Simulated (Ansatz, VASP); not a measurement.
## One calculation of Cu, two programs

```xyz
1
Lattice="0.0000 1.6042 1.8075 2.0108 0.0000 1.8075 2.0108 1.6042 0.0000" Properties=species:S:1:pos:R:3 pbc="T T T"
Cu    0.0000    0.0000    0.0000
```

Change from the starting cell: strain +0.1125 x Voigt [1, -1, 0, 0, 0, 0], atoms carried along.

Alike in both runs: task single point; functional PBEsol; k mesh 22 × 22 × 22; occupations gaussian, width 0.15 eV; no spin polarisation.

```csv
,VASP,Ansatz
version,VASP 6.6.1,Ansatz 0.2.0
potentials or method,"VASP PAW PBE potentials, release 64 (Cu), cutoff 520 eV","scalar-relativistic, plane waves, PAW"
valence electrons in the cell,11,19
```

VASP gave:

| Property | Result |
| --- | --- |
| gap on the k mesh at the Fermi level (eV) | none |
| pressure (GPa) | -2.7 |
| traceless stress, the component that is largest in VASP (GPa) | -8.82 |

Question: Which values does Ansatz return?

Answer: gap on the k mesh at the Fermi level (eV): none; pressure (GPa): -3.3; traceless stress, the component that is largest in VASP (GPa): -8.91.

VASP's potentials were made for PBE, not for PBEsol. A gap of «none» marks a metal or a gap that the smearing closes. VASP's potentials hold 11 valence electrons a cell and Ansatz's 19, so a difference there can come from the potentials and not from the codes.
